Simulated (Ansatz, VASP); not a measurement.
**Pb: VASP beside Ansatz**

INCAR

```
SYSTEM = Pb
PREC = Accurate
ENCUT = 520
EDIFF = 1E-6
ISMEAR = 0
SIGMA = 0.1
LREAL = .False.
LASPH = .True.
NELM = 100
ALGO = Fast
ISIF = 2
LWAVE = .False.
LCHARG = .False.
GGA = PE
IVDW = 12
NBANDS = 13
```

Contents of KPOINTS:

```
Automatic mesh
0
Gamma
  14 14 14
  0 0 0
```

Contents of POSCAR:

```
Pb
1.0
    0.0000000000      2.5281722740      2.5281722740
    2.5281722740      0.0000000000      2.5281722740
    2.5281722740      2.5281722740      0.0000000000
Pb
1
Direct
    0.0000000000      0.0000000000      0.0000000000
```

Input for Ansatz:

```yaml
crystal:
  lattice:
    - [0.0, 2.528172274, 2.528172274]
    - [2.528172274, 0.0, 2.528172274]
    - [2.528172274, 2.528172274, 0.0]
  atoms:
    - { symbol: Pb, position: [0.0, 0.0, 0.0] }
basis:
  ecutwfc: 420
kpoints:
  mp_grid: { grid: [14, 14, 14] }
hamiltonian:
  xc: pbe
  dispersion: d3bj
scf:
  occupations: { method: gaussian, width: 0.1 }
output:
  forces: true
  stress: true
  eigenvalues: true
```

Alike in both runs: task single point; functional PBE; dispersion D3(BJ); k mesh 14 × 14 × 14; occupations gaussian, width 0.1 eV; no spin polarisation.

|  | VASP | Ansatz |
| --- | --- | --- |
| version | VASP 6.6.1 | Ansatz 0.2.0 |
| potentials or method | VASP PAW PBE potentials, release 64 (Pb_d), cutoff 520 eV | scalar-relativistic, plane waves, PAW |
| valence electrons in the cell | 14 | 14 |

```csv
,VASP,Ansatz,Ansatz less VASP
gap on the k mesh at the Fermi level (eV),none,none,-
pressure (GPa),-2.3,-2.3,+0.01
```

A gap of «none» marks a metal or a gap that the smearing closes.

Spin-orbit coupling is off throughout.
